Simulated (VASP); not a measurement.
Ge:

```
CELL_PARAMETERS angstrom
1.37883 -2.52297 -0.01167
1.38996 2.52908 -0.02409
-0.03418 -0.00651 2.63247
ATOMIC_POSITIONS crystal
Ge 0.50000 0.50000 0.00000
```

This cell differs from its parent crystal: cell sheared at random, sigma 0.01, atoms nudged by 0.01 Å.

| Quantity | Value |
| --- | --- |
| Program | VASP 6.6.1 |
| Task | relaxation of cell and atoms |
| Functional | PBEsol |
| Potentials or basis | VASP PAW PBE potentials, release 64 (Ge_d) |
| Cutoff | 600 eV |
| k mesh | 14 × 14 × 12 |
| Occupations | gaussian, width 0.15 eV |
| Spin | no spin polarisation |

At the start: pressure -0.0 GPa; volume 18.41 Å³/atom.

Question: How do energy, volume and symmetry change on relaxing?

Answer: Over 8 steps the energy falls by 9.0 meV/atom; space group P6/mmm (No. 191, to 0.05 Å).

The path:
```
step  energy change (eV)  largest force (eV/Å)  pressure (GPa)  volume (Å³)
   1              0.0000                0.0000           -0.04        18.41
   2             -0.0068                0.0000            0.14        18.39
   3             -0.0089                0.0000            0.20        18.37
   4             -0.0089                0.0000            0.19        18.37
   5             -0.0089                0.0000            0.17        18.37
   6             -0.0090                0.0000           -0.08        18.43
   7             -0.0090                0.0000           -0.13        18.43
   8             -0.0090                0.0000            0.04        18.41
```

Final structure:
```
Ge
1.0
     1.42218   -2.46331   -0.00017
     1.42371    2.46365    0.00009
    -0.00116    0.00015    2.62580
Ge
1
Cartesian
  1.4229 0.0002 0.0000
```

Caveat: the cell differs from its parent crystal (cell sheared at random, sigma 0.01, atoms nudged by 0.01 Å); the PAW data sets were made with another functional, which shifts forces and pressure a little.
